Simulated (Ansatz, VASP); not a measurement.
# Pt: VASP beside Ansatz

File INCAR:

```
SYSTEM = Pt
ALGO = Normal
DIPOL = 0.5 0.5 0.500
EDIFF = 1E-7
ENCUT = 520
GGA = PE
IDIPOL = 3
ISIF = 2
ISMEAR = -1
LASPH = .TRUE.
LCHARG = .TRUE.
LDIPOL = .TRUE.
LELF = .TRUE.
LREAL = .FALSE.
LVACPOTAV = .TRUE.
LVHAR = .TRUE.
LWAVE = .FALSE.
NBANDS = 39
NELM = 100
PREC = Accurate
SIGMA = 0.08
```

File KPOINTS:

```
k-points
0
G
  13 13 1
  0 0 0
```

File POSCAR:

```
Pt
1.0
    2.8080030017      0.0000000000      0.0000000000
   -1.4040015008      2.4318019334      0.0000000000
    0.0000000000      0.0000000000     27.4636000000
Pt
6
Direct
    0.1666666667      0.3333333333      0.2911533011
    0.5000000000      1.0000000000      0.3754613679
    0.8333333333      0.6666666667      0.4585441484
    0.1666666667      0.3333333333      0.5414558526
    0.5000000000      1.0000000000      0.6245386315
    0.8333333333      0.6666666667      0.7088466978
```

Input for Ansatz:

```yaml
crystal:
  lattice:
    - [2.8080030017, 0.0, 0.0]
    - [-1.4040015008, 2.4318019334, 0.0]
    - [0.0, 0.0, 27.4636]
  atoms:
    - { symbol: Pt, position: [0.1666666667, 0.3333333333, 0.2911533011] }
    - { symbol: Pt, position: [0.5, 1.0, 0.3754613679] }
    - { symbol: Pt, position: [0.8333333333, 0.6666666667, 0.4585441484] }
    - { symbol: Pt, position: [0.1666666667, 0.3333333333, 0.5414558526] }
    - { symbol: Pt, position: [0.5, 1.0, 0.6245386315] }
    - { symbol: Pt, position: [0.8333333333, 0.6666666667, 0.7088466978] }
  periodic: [true, true, false]
kpoints:
  mp_grid: { grid: [13, 13, 1] }
scf:
  occupations: { method: fermi_dirac, width: 0.08 }
hamiltonian:
  xc: pbe
  pseudopotentials: { kind: all_electron, lapw: { basis_error: 0.001 } }
output:
  forces: true
  stress: true
  eigenvalues: true
```

Alike in both runs: task single point; functional PBE; k mesh 13 × 13 × 1; occupations fermi-dirac, width 0.08 eV; no spin polarisation.

```csv
,VASP,Ansatz
version,VASP 6.6.1,Ansatz 0.2.0
potentials or method,"VASP PAW PBE potentials, release 64 (Pt), cutoff 520 eV","all-electron LAPW, scalar-relativistic"
```

VASP gave:

- rms of the force components (eV/Å): 0.005

Which values does Ansatz return?

rms of the force components (eV/Å): 0.004.

Atom by atom the forces differ by 0.008 eV/Å (rms over components). Ansatz ran all-electron here, and VASP with PAW potentials. Ansatz's warnings: slab cell height set.

Spin-orbit coupling is off throughout.
